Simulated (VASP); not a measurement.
PbS:

```xyz
4
Lattice="2.0964 -6.1178 0.0000 2.0964 6.1178 0.0000 0.0000 0.0000 4.2960" Properties=species:S:1:pos:R:3 pbc="T T T"
Pb    2.0964   -4.4868    3.2220
Pb    2.0964    4.4868    1.0740
S     2.0964   -1.7789    3.2220
S     2.0964    1.7789    1.0740
```

- Program: VASP 6.6.1
- Task: relaxation of cell and atoms
- Functional: PBEsol
- Potentials or basis: VASP PAW PBE potentials, release 64 (Pb_d, S)
- Cutoff: 600 eV
- k mesh: 8 × 8 × 6
- Occupations: gaussian, width 0.02 eV
- Spin: no spin polarisation

At the start: pressure -2.8 GPa; volume 27.55 Å³/atom.

Q: Where does the relaxation end?

A: Over 23 steps the energy falls by 19.4 meV/atom and the volume is 25.16 Å³/atom (-8.7 %); space group Cmcm (No. 63, to 0.1 Å) before and after.

Step by step:
| step | energy change (eV) | largest force (eV/Å) | pressure (GPa) | volume (Å³) |
| --- | --- | --- | --- | --- |
| 1 | 0.0000 | 0.1211 | -2.75 | 110.20 |
| 2 | -0.0424 | 0.3708 | 1.07 | 102.82 |
| 3 | -0.0497 | 0.2283 | -0.08 | 104.76 |
| 4 | -0.0551 | 0.1712 | -0.06 | 104.22 |
| 5 | -0.0601 | 0.0392 | 0.06 | 102.78 |
| 6 | -0.0631 | 0.0385 | 0.04 | 102.53 |
| 7 | -0.0703 | 0.0365 | 0.01 | 101.76 |
| 8 | -0.0743 | 0.0969 | 0.04 | 100.20 |
| 9 | -0.0748 | 0.0681 | 0.03 | 100.65 |
| 10 | -0.0763 | 0.0286 | 0.03 | 100.78 |
| 11 | -0.0767 | 0.0369 | 0.05 | 100.90 |
| 12 | -0.0770 | 0.0301 | -0.02 | 100.99 |
| 13 | -0.0771 | 0.0177 | -0.21 | 101.28 |
| 14 | -0.0771 | 0.0172 | -0.14 | 101.17 |
| 15 | -0.0773 | 0.0189 | -0.08 | 101.05 |
| 16 | -0.0774 | 0.0214 | 0.02 | 100.87 |
| 17 | -0.0774 | 0.0196 | 0.01 | 100.85 |
| 18 | -0.0776 | 0.0141 | 0.00 | 100.79 |
| 19 | -0.0776 | 0.0029 | -0.03 | 100.66 |
| 20 | -0.0776 | 0.0074 | -0.02 | 100.71 |
| 21 | -0.0777 | 0.0036 | 0.01 | 100.63 |
| 22 | -0.0777 | 0.0027 | 0.01 | 100.65 |
| 23 | -0.0777 | 0.0023 | 0.00 | 100.66 |

Final structure:
```yaml
crystal:
  lattice:
    - [2.04914, -5.79609, 0.00000]
    - [2.04914, 5.79609, 0.00000]
    - [0.00000, 0.00000, 4.23749]
  atoms:
    - { symbol: Pb, position: [0.87286, 0.12714, 0.75000] }
    - { symbol: Pb, position: [0.12714, 0.87286, 0.25000] }
    - { symbol: S, position: [0.64086, 0.35914, 0.75000] }
    - { symbol: S, position: [0.35914, 0.64086, 0.25000] }
```

Caveat: the PAW data sets were made with another functional, which shifts forces and pressure a little.
